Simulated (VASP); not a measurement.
The system is I.

```
CELL_PARAMETERS angstrom
2.54543 0.00000 0.00000
0.00000 2.54543 0.00000
0.00000 0.00000 6.22323
ATOMIC_POSITIONS crystal
I 0.50000 0.50000 0.00000
```

| Quantity | Value |
| --- | --- |
| Program | VASP 6.6.1 |
| Task | relaxation of cell and atoms |
| Functional | PBE |
| Potentials or basis | VASP PAW PBE potentials, release 64 (I) |
| Cutoff | 600 eV |
| k mesh | 6 × 6 × 4 |
| Occupations | gaussian, width 0.1 eV |
| Spin | no spin polarisation |

At the start: pressure 47.6 GPa; volume 40.32 Å³/atom.

**Question.** Where does the relaxation end?

**Answer.** Over 16 steps the energy falls by 3357.8 meV/atom and the volume is 65.19 Å³/atom (+61.7 %); space group P4/mmm (No. 123, to 0.05 Å).

Step by step:
```csv
step,energy change (eV),largest force (eV/Å),pressure (GPa),volume (Å³)
1,0.0000,0.0000,47.62,40.32
2,-2.3390,0.0000,-0.70,140.51
3,-2.3816,0.0000,-0.82,134.37
4,-2.4334,0.0000,-0.95,128.01
5,-3.2047,0.0000,-2.04,78.01
6,-3.2220,0.0000,4.34,57.63
7,-3.3335,0.0000,-1.11,69.76
8,-3.3547,0.0000,0.49,64.12
9,-3.3577,0.0000,-0.10,65.76
10,-3.3576,0.0000,0.09,65.19
11,-3.3576,0.0000,0.09,65.16
12,-3.3577,0.0000,0.08,65.08
13,-3.3577,0.0000,0.08,65.09
14,-3.3577,0.0000,0.08,65.10
15,-3.3577,0.0000,0.06,65.13
16,-3.3578,0.0000,0.04,65.19
```

Final structure:
```
I
1.0
     3.24065    0.00000    0.00000
     0.00000    3.24065    0.00000
     0.00000    0.00000    6.20747
I
1
Cartesian
  1.6203 1.6203 0.0000
```

Caveat: the k points lie up to 0.32 Å⁻¹ apart in the final cell; the volume moved by over 15 % at a fixed basis, so the end points are rough; an odd number of electrons without spin polarisation forces a metal; a magnetic or distorted state may lie lower.
